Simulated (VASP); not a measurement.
Wanted: the native input for a VASP 6.6.1 run.

| Property | Result |
| --- | --- |
| Task | single point |
| Functional | PBE |
| Potentials or basis | VASP PAW PBE potentials, release 64 (C, O) |
| Cutoff | 520 eV |
| k mesh | 6 × 3 × 1 |
| Occupations | gaussian, width 0.1 eV |
| Spin | no spin polarisation |
| Dipole correction | yes |
| Further INCAR settings | ALGO = Normal; EDIFF = 1e-06; NBANDS = 39 |

The structure of C12O lies in POSCAR:

```
C12O
1.0
    4.9326910638      0.0000000000      0.0000000000
   -1.2331727659      8.7858796652      0.0000000000
    0.0000000000      0.0000000000     20.2907138818
C O
12 1
Direct
    0.0197005045      0.0788020181      0.1971345130
    0.5197005045      0.0788020181      0.1971345130
    0.2746256306      0.0985025226      0.2311704222
    0.7746256306      0.0985025226      0.2311704222
    0.2844758829      0.1379035317      0.2992422405
    0.7844758829      0.1379035317      0.2992422405
    0.0392966979      0.1571967124      0.3324023561
    0.5392966979      0.1571967124      0.3324023561
    0.0496769462      0.1987212371      0.4035397332
    0.5496769462      0.1987212371      0.4035397332
    0.3040736101      0.2163107364      0.4332382751
    0.8040736101      0.2163107364      0.4332382751
    0.6790736101      0.9663107364      0.3247462747
```

These files were run (other wordings do the same):

INCAR

```
  PREC = Accurate
  ENCUT = 520
  EDIFF = 1E-6
  ISMEAR = 0
  SIGMA = 0.1
  LREAL = False
  LASPH = True
  NELM = 60
  ALGO = Normal
  ISIF = 2
  LWAVE = False
  LCHARG = False
  LDIPOL = True
  IDIPOL = 3
  DIPOL = 0.5 0.5 0.317
  GGA = PE
  NBANDS = 39
```

KPOINTS

```
Automatic mesh
0
Gamma
  6 3 1
```

Potentials or basis: VASP PAW PBE potentials, release 64 (C, O).

Command:

```console
$ cat potpaw_PBE.64/C/POTCAR potpaw_PBE.64/O/POTCAR > POTCAR
$ mpirun -np 1 vasp_std > vasp.out
```

Results of the run:

* Largest force: 5.625 eV/Å
* Band gap on the k mesh: 0.04 eV (least direct gap 0.08 eV)

Caveat: semilocal functionals underestimate gaps, and a narrow one can read as zero.

Wall time 15 min on 1 thread of Intel(R) Xeon(R) Platinum 8259CL CPU @ 2.50GHz (Skylake/Cascade Lake), on a shared host, peak memory 0.99 GiB.
